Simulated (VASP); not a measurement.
Input of a VASP 6.6.1 run:

POSCAR

```
Sr2CuSeO6
1.0
    0.0000000000      5.3263270000      0.0000000000
    5.3263270000      0.0000000000      0.0000000000
    2.6631640000      2.6631640000     -4.1517660000
O Sr Cu Se
6 2 1 1
Direct
    0.2060000000      0.2970000000      0.0000000000
    0.2970000000      0.7940000000      0.0000000000
    0.7940000000      0.7030000000      0.0000000000
    0.7030000000      0.2060000000      0.0000000000
    0.2800000000      0.2800000000      0.4400000000
    0.7200000000      0.7200000000      0.5600000000
    0.7500000000      0.2500000000      0.5000000000
    0.2500000000      0.7500000000      0.5000000000
    0.0000000000      0.0000000000      0.0000000000
    0.5000000000      0.5000000000      0.0000000000
```

The input INCAR.step1:

```
  PREC = Accurate
  ENCUT = 520
  ISMEAR = -1
  SIGMA = 0.0402
  LREAL = False
  LASPH = True
  NELM = 80
  NBANDS = 48
  GGA = PE
  ALGO = Normal
  EDIFF = 1E-4
  LWAVE = True
  LCHARG = False
```

File INCAR.step2:

```
  PREC = Accurate
  ENCUT = 520
  EDIFF = 1E-6
  ISMEAR = -1
  SIGMA = 0.0402
  LREAL = False
  LASPH = True
  NELM = 80
  ALGO = Normal
  ISIF = 2
  LWAVE = False
  LCHARG = False
  METAGGA = R2SCAN
  LMIXTAU = True
  NBANDS = 48
  ISTART = 1
```

File KPOINTS:

```
Automatic mesh
0
Gamma
  4 4 4
```

Potentials or basis: VASP PAW PBE potentials, release 64 (O, Sr_sv, Cu, Se).

Launch:

```console
$ cat potpaw_PBE.64/O/POTCAR potpaw_PBE.64/Sr_sv/POTCAR potpaw_PBE.64/Cu/POTCAR potpaw_PBE.64/Se/POTCAR > POTCAR
$ cp INCAR.step1 INCAR
$ mpirun -np 1 vasp_std > vasp.out
$ cp INCAR.step2 INCAR
$ mpirun -np 1 vasp_std > vasp.out
```

(1) Predict the pressure.

(2) What does it give for the largest force?

Answers

(1) -1.5 GPa.

(2) 0.993 eV/Å.

Caveat: the PAW data sets were made with another functional, which shifts forces and pressure a little; an odd number of electrons without spin polarisation forces a metal; a magnetic or distorted state may lie lower.
